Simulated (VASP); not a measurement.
Input of a VASP 6.6.1 run:

File POSCAR:

```
Na
1.0
   -2.1150000000      2.1150000000      2.1150000000
    2.1150000000     -2.1150000000      2.1150000000
    2.1150000000      2.1150000000     -2.1150000000
Na
1
Direct
    0.0000000000      0.0000000000      0.0000000000
```

The input INCAR.step1:

```
SYSTEM = Na
PREC = Accurate
ENCUT = 520
ISMEAR = 0
SIGMA = 0.05
LREAL = .False.
LASPH = .True.
NELM = 80
NBANDS = 10
GGA = PE
ALGO = Normal
EDIFF = 1E-4
LWAVE = .True.
LCHARG = .False.
```

Contents of INCAR.step2:

```
SYSTEM = Na
PREC = Accurate
ENCUT = 520
EDIFF = 1E-6
ISMEAR = 0
SIGMA = 0.05
LREAL = .False.
LASPH = .True.
NELM = 80
ALGO = Normal
ISIF = 2
LWAVE = .False.
LCHARG = .True.
METAGGA = R2SCAN
LMIXTAU = .True.
LELF = .True.
LVHAR = .True.
NBANDS = 10
ISTART = 1
```

The input KPOINTS:

```
regular mesh
0
Gamma
  14 14 14
  0 0 0
```

Potentials or basis: VASP PAW PBE potentials, release 64 (Na_pv).

Run with:

```console
$ cat potpaw_PBE.64/Na_pv/POTCAR > POTCAR
$ cp INCAR.step1 INCAR
$ mpirun -np 1 vasp_std > vasp.out
$ cp INCAR.step2 INCAR
$ mpirun -np 1 vasp_std > vasp.out
```

(1) Estimate the pressure.

(2) Estimate the band gap on the k mesh.

Results:

(1) 0.1 GPa.

(2) zero (an odd number of electrons rules out a gap without spin polarisation).

Caveat: the PAW data sets were made with another functional, which shifts forces and pressure a little.
